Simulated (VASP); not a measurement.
A run of VASP 6.6.1 is set up as follows.

The input INCAR:

```
SYSTEM = ZrH
PREC = Accurate
ENCUT = 520
EDIFF = 1E-6
ISMEAR = 1
SIGMA = 0.15
LREAL = .False.
LASPH = .True.
NELM = 80
ALGO = Normal
ISIF = 2
LWAVE = .False.
LCHARG = .True.
LELF = .True.
LVHAR = .True.
NBANDS = 14
```

KPOINTS

```
regular mesh
0
Gamma
  12 12 12
  0 0 0
```

The input POSCAR:

```
ZrH
1.0
   -1.6866258831      1.6866258831      2.5694772305
    1.6866258831     -1.6866258831      2.5694772305
    1.6866258831      1.6866258831     -2.5694772305
Zr H
1 1
Direct
    0.0000000000      0.0000000000      0.0000000000
    0.7500000000      0.2500000000      0.5000000000
```

Potentials or basis: VASP PAW LDA potentials, release 64 (Zr_sv, H).

Run with:

```bash
$ cat potpaw_LDA.64/Zr_sv/POTCAR potpaw_LDA.64/H/POTCAR > POTCAR
$ mpirun -np 1 vasp_std > vasp.out
```

(1) Predict the pressure.

Answers

(1) -13.3 GPa.
